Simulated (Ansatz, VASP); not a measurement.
One calculation of Bi, two programs

```
Bi
1.0
     2.25818   -6.21334    0.00000
     2.25818    6.21334    0.00000
     0.00000    0.00000    4.74987
Bi
4
Cartesian
  2.2582 4.6855 4.6190
  2.2582 -1.5279 2.5058
  2.2582 -4.6855 0.1309
  2.2582 1.5279 2.2441
```

Alike in both runs: functional PBEsol; k mesh 12 × 12 × 10; occupations gaussian, width 0.1 eV; no spin polarisation.

Ansatz relaxed the structure, and its values are those at the end. VASP's run is a single point on that final structure, the one shown.

|  | VASP | Ansatz |
| --- | --- | --- |
| version | VASP 6.6.1 | Ansatz 0.2.0 |
| potentials or method | VASP PAW PBE potentials, release 64 (Bi_d), cutoff 520 eV | scalar-relativistic, plane waves, PAW |
| valence electrons in the cell | 60 | 60 |

VASP gave:

```
gap on the k mesh at the Fermi level (eV) : none
pressure (GPa)                            : -0.1
rms of the force components (eV/Å)        : 0.007
```

Q: Estimate Ansatz's values.

A: gap on the k mesh at the Fermi level (eV): none; pressure (GPa): 0.0; rms of the force components (eV/Å): 0.003.

VASP's potentials were made for PBE, not for PBEsol. A gap of «none» marks a metal or a gap that the smearing closes.

Spin-orbit coupling is off throughout.
